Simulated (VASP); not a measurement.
# EuFe (Pm-3m) in VASP: single point with PBE

Aim: the single point of EuFe with PBE.

Program: VASP 6.6.1. These are calculated values, not measurements. Logs are shortened: lines on timing, memory, paths and dates and some standing lists are left out, and cuts for length are marked.

## (1) The cell of the first run

Symmetry: Pm-3m, No. 221, cubic system. The conventional cell has a = 3.550 Å, b = 3.550 Å, c = 3.550 Å, α = 90.00°, β = 90.00°, γ = 90.00°. Within 4.0 Å of Eu (site symmetry m-3m) lie 8 Fe at 3.07 Å and 6 Eu at 3.55 Å. Within 4.0 Å of Fe (site symmetry m-3m) lie 8 Eu at 3.07 Å and 6 Fe at 3.55 Å.

## (2) Single point, PBE, collinear spin, ferromagnetic start

Contents of INCAR:

```
PREC = Accurate ; ENCUT = 600
EDIFF = 1E-6 ; ISMEAR = -5
SIGMA = 0.05 ; LREAL = F
LASPH = T ; NELM = 200
ALGO = Normal ; ISIF = 2
LWAVE = F ; LCHARG = F
ISPIN = 2 ; MAGMOM = 7 3
LORBIT = 11 ; LMAXMIX = 6
GGA = PE ; NBANDS = 24
GGA_COMPAT = F
```

Contents of KPOINTS:

```
Automatic mesh
0
Gamma
  4 4 4
```

Contents of POSCAR:

```
EuFe
1.0
    3.5500000000      0.0000000000      0.0000000000
    0.0000000000      3.5500000000      0.0000000000
    0.0000000000      0.0000000000      3.5500000000
Eu Fe
1 1
Direct
    0.0000000000      0.0000000000      0.0000000000
    0.5000000000      0.5000000000      0.5000000000
```

Potentials or basis: VASP PAW PBE potentials, release 64 (Eu, Fe).

Launch:

```sh
cat potpaw_PBE.64/Eu/POTCAR potpaw_PBE.64/Fe/POTCAR > POTCAR
mpirun -np 1 vasp_std > vasp.out
```

OUTCAR:

```text
PREC = Accurate
   ENCUT = 600
   EDIFF = 1E-6
   ISMEAR = -5
   LREAL = F
   LASPH = T
   NELM = 200
   ISIF = 2
   ISPIN = 2
   LORBIT = 11
   GGA = PE

 ion  position               nearest neighbor table
   1  0.000  0.000  0.000-   2 3.07   2 3.07   2 3.07   2 3.07   2 3.07   2 3.07   2 3.07   2 3.07

   2  0.500  0.500  0.500-   1 3.07   1 3.07   1 3.07   1 3.07   1 3.07   1 3.07   1 3.07   1 3.07

  LATTYP: Found a simple cubic cell.
 ALAT       =     3.5500000000

  Lattice vectors:

 A1 = (   3.5500000000,   0.0000000000,   0.0000000000)
 A2 = (   0.0000000000,   3.5500000000,   0.0000000000)
 A3 = (   0.0000000000,   0.0000000000,   3.5500000000)

Analysis of symmetry for initial positions (statically):
=====================================================================
 Subroutine PRICEL returns:
 Original cell was already a primitive cell.

 Routine SETGRP: Setting up the symmetry group for a
 simple cubic supercell.

 Subroutine GETGRP returns: Found 48 space group operations
 (whereof 48 operations were pure point group operations)
 out of a pool of 48 trial point group operations.

The static configuration has the point symmetry O_h .

Analysis of symmetry for dynamics (positions and initial velocities):
=====================================================================
 Subroutine PRICEL returns:
 Original cell was already a primitive cell.

 Routine SETGRP: Setting up the symmetry group for a
 simple cubic supercell.

 Subroutine GETGRP returns: Found 48 space group operations
 (whereof 48 operations were pure point group operations)
 out of a pool of 48 trial point group operations.

The dynamic configuration has the point symmetry O_h .

Analysis of structural, dynamic, and magnetic symmetry:
=====================================================================
 Subroutine PRICEL returns:
 Original cell was already a primitive cell.

 Routine SETGRP: Setting up the symmetry group for a
 simple cubic supercell.

 Subroutine GETGRP returns: Found 48 space group operations
 (whereof 48 operations were pure point group operations)
 out of a pool of 48 trial point group operations.

The overall configuration has the point symmetry O_h .

 Subroutine INISYM returns: Found 48 space group operations
 (whereof 48 operations are pure point group operations),
 and found     1 'primitive' translations

[... 102 lines left out ...]
  volume/ion in A,a.u.               =      22.37       150.96
  Fermi-wavevector in a.u.,A,eV,Ry     =   1.348424  2.548152 24.738757  1.818247
  Thomas-Fermi vector in A             =   2.476094
   LORBIT       =     11    0 simple, 1 ext, 2 COOP (PROOUT), +10 PAW based schemes
   GGA     = PE    functional components
   LHFCALC =     F    Hartree Fock is set to
   AEXX    =    0.0000 exact exchange contribution
   IVDW    =     0    specifies the selected vdW correction
   LEPSILON=     F    determine dielectric tensor
   LRPA    =     F    only Hartree local field effects (RPA)
 spin polarized calculation
 Fermi weights with tetrahedron method with Bloechl corrections
  energy-cutoff  :      600.00
  volume of cell :       44.74
 maximum number of plane-waves:      1510
   NGX = 15   NGY = 15   NGZ = 15

 number of electron      25.0000003 magnetization      10.8500068

 number of electron      25.0000001 magnetization       9.1790939

 Free energy of the ion-electron system (eV)
  ---------------------------------------------------
  ext. energy  EPLUGINS =         0.00000000
  ---------------------------------------------------
  free energy    TOTEN  =       -18.47844679 eV

  energy without entropy =      -18.47844679  energy(sigma->0) =      -18.47844679

 E-fermi :   3.5627     XC(G=0): -10.7941

 val. band max:        3.5314573876   @ k =   0.5000   0.5000   0.5000
 cond. band min:       3.3085582109   @ k =   0.5000   0.5000   0.5000
 fundamental gap:     -0.2228991767
 Fermi energy:         3.5627370342

 spin component 1

 k-point     1 :       0.0000    0.0000    0.0000
  band No.  band energies     occupation
      1     -37.5975      1.00000
      2     -16.0513      1.00000
      3     -16.0513      1.00000
      4     -16.0513      1.00000
      5      -2.1113      1.00000
      6       0.4919      1.00000
[... 259 lines left out ...]
     23      11.4019      0.00000
     24      11.4019      0.00000
 Fermi energy:         3.5627370342

 spin component 2

 k-point     1 :       0.0000    0.0000    0.0000
  band No.  band energies     occupation
      1     -34.6645      1.00000
      2     -13.9564      1.00000
      3     -13.9564      1.00000
      4     -13.9564      1.00000
      5      -1.6393      1.00000
      6       1.9747      1.00000
[... 259 lines left out ...]
     23      12.4045      0.00000
     24      12.4681      0.00000

------------------------ aborting loop because EDIFF is reached ----------------------------------------

  FORCE on cell =-STRESS in cart. coord.  units (eV):
  Direction    XX          YY          ZZ          XY          YZ          ZX
  --------------------------------------------------------------------------------------
  -------------------------------------------------------------------------------------
  Total        0.0426794      0.0426794      0.0426794      0.0000000      0.0000000     -0.0000000
  in kB        1.5284230      1.5284230      1.5284230      0.0000000      0.0000000     -0.0000000
  external PRESSURE =       1.5284230 kB  Pullay stress =       0.0000000 kB

 VOLUME and BASIS-vectors are now :
 -----------------------------------------------------------------------------
  energy-cutoff  :      600.00
  volume of cell :       44.74
      direct lattice vectors                 reciprocal lattice vectors
     3.550000000  0.000000000  0.000000000     0.281690141  0.000000000  0.000000000
     0.000000000  3.550000000  0.000000000     0.000000000  0.281690141  0.000000000
     0.000000000  0.000000000  3.550000000     0.000000000  0.000000000  0.281690141

 POSITION                                       TOTAL-FORCE (eV/Angst)
 -----------------------------------------------------------------------------------
      0.00000      0.00000      0.00000         0.000000      0.000000      0.000000
      1.77500      1.77500      1.77500         0.000000      0.000000      0.000000
 -----------------------------------------------------------------------------------
    total drift:                               -0.000000      0.000000      0.000000

  FREE ENERGIE OF THE ION-ELECTRON SYSTEM (eV)
  ---------------------------------------------------
  free  energy   TOTEN  =       -18.4784467947 eV

  energy  without entropy=      -18.4784467947  energy(sigma->0) =      -18.47844679

 total charge

# of ion       s       p       d       f       tot
--------------------------------------------------
    1        2.081   5.706   0.478   6.502  14.767
    2        0.489   0.208   6.179   0.000   6.877
--------------------------------------------------
tot          2.570   5.914   6.657   6.502  21.644

 magnetization (x)

# of ion       s       p       d       f       tot
--------------------------------------------------
    1       -0.011  -0.090  -0.020   6.458   6.337
    2        0.045   0.021   2.536   0.000   2.601
--------------------------------------------------
tot          0.033  -0.070   2.516   6.458   8.938
```

OSZICAR:

```text
N       E                     dE             d eps       ncg     rms          rms(c)
DAV:   1     0.146094405600E+03    0.14609E+03   -0.10300E+04  1296   0.506E+03
DAV:   2     0.712123678912E+01   -0.13897E+03   -0.12034E+03  1224   0.389E+02
[... 27 lines left out ...]
DAV:  30    -0.184784588321E+02   -0.10490E-05   -0.51004E-08   592   0.333E-03    0.937E-04
DAV:  31    -0.184784550287E+02    0.38035E-05   -0.30494E-08   576   0.285E-03    0.736E-04
DAV:  32    -0.184784525881E+02    0.24406E-05   -0.20361E-08   576   0.219E-03    0.469E-04
DAV:  33    -0.184784496363E+02    0.29518E-05   -0.16010E-08   568   0.215E-03    0.392E-04
DAV:  34    -0.184784468229E+02    0.28133E-05   -0.12444E-08   568   0.171E-03    0.524E-04
DAV:  35    -0.184784467947E+02    0.28183E-07   -0.94227E-09   560   0.155E-03
   1 F= -.18478447E+02 E0= -.18478447E+02  d E =0.000000E+00  mag=     9.1791
```

Wall time 70 s (1 thread of Intel Xeon 8259CL, shared host); peak memory 0.2 GiB.

What came out:

```yaml
Free_energy: -18.4784 eV
Pressure: 0.2 GPa
Net_moment: 9.18 μB per cell
Site_moments: Eu +6.34; Fe +2.60 μB
Valence_electrons_inside_the_program's_atomic_spheres: Eu 14.77; Fe 6.88
```

Caveat: the k points lie up to 0.44 Å⁻¹ apart; spin-orbit coupling is left out, which moves the levels of the heavy elements; semilocal functionals describe open f shells poorly, which spoils levels, moments and volumes; tetrahedron occupations give inexact forces and stress in metals. The state reached can hang on the start; a lower one may exist.
